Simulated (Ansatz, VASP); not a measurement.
**Two plane-wave programs on SnO**

```xyz
4
Lattice="3.8101 0.0000 0.0000 0.0000 3.8101 0.0000 0.0000 0.0000 4.9913" Properties=species:S:1:pos:R:3 pbc="T T T"
Sn    0.0000    1.9051    1.1417
Sn    1.9051    0.0000    3.8496
O     0.0000    0.0000    0.0000
O     1.9051    1.9051    0.0000
```

Change from the starting cell: strain -0.015 along x and y, -0.015 along z, atoms carried along.

Alike in both runs: task single point; functional PBE; k mesh 10 × 10 × 8; occupations gaussian, width 0.05 eV; no spin polarisation.

|  | VASP | Ansatz |
| --- | --- | --- |
| version | VASP 6.6.1 | Ansatz 0.2.0 |
| potentials or method | VASP PAW PBE potentials, release 64 (Sn_d, O), cutoff 520 eV | scalar-relativistic, plane waves, PAW |
| valence electrons in the cell | 40 | 40 |

Ansatz gave:

```
gap on the k mesh at the Fermi level (eV)                     : 0.34
least direct gap on the mesh (eV)                             : 2.00
pressure (GPa)                                                : 4.1
traceless stress, the component that is largest in VASP (GPa) : -0.69
rms of the force components (eV/Å)                            : 0.256
```

Q: What did VASP give for the same quantities?

A: gap on the k mesh at the Fermi level (eV): 0.35; least direct gap on the mesh (eV): 1.97; pressure (GPa): 4.4; traceless stress, the component that is largest in VASP (GPa): -0.68; rms of the force components (eV/Å): 0.292.

Atom by atom the forces differ by 0.036 eV/Å (rms over components).
